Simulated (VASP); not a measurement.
Set up this calculation in VASP 6.6.1, as the native input.

```
Task                   : single point
Functional             : PBEsol
Potentials or basis    : VASP PAW PBE potentials, release 64 (Li_sv, Pt)
Cutoff                 : 520 eV
k mesh                 : 10 × 10 × 10
Occupations            : methfessel-paxton, width 0.2 eV
Spin                   : no spin polarisation
Dipole correction      : no
Further INCAR settings : ALGO = Normal; EDIFF = 1e-06; NBANDS = 18
```

The structure of Li3Pt lies in POSCAR:

```
Li3Pt
1.0
    0.0000000000      3.0074060000      3.0575294333
    3.0074060000      0.0000000000      3.0575294333
    3.0074060000      3.0074060000      0.0000000000
Li Pt
3 1
Direct
    0.2500000000      0.2500000000      0.2500000000
    0.7500000000      0.7500000000      0.7500000000
    0.5000000000      0.5000000000      0.5000000000
    0.0000000000      0.0000000000      0.0000000000
```

These files were run (other wordings do the same):

INCAR

```
SYSTEM = Li3Pt
  PREC = Accurate
  ENCUT = 520
  EDIFF = 1E-6
  ISMEAR = 1
  SIGMA = 0.2
  LREAL = .FALSE.
  LASPH = .TRUE.
  NELM = 60
  ALGO = Normal
  ISIF = 2
  LWAVE = .FALSE.
  LCHARG = .TRUE.
  GGA = PS
  LELF = .TRUE.
  LVHAR = .TRUE.
  NBANDS = 18
```

KPOINTS

```
Automatic mesh
0
G
  10 10 10
  0 0 0
```

Potentials or basis: VASP PAW PBE potentials, release 64 (Li_sv, Pt).

Command:

```bash
$ cat potpaw_PBE.64/Li_sv/POTCAR potpaw_PBE.64/Pt/POTCAR > POTCAR
$ mpirun -np 1 vasp_std > vasp.out
```

Run time: 56 s on 1 thread of Intel(R) Xeon(R) Platinum 8488C (Sapphire Rapids) (shared host), peak memory 0.24 GiB.
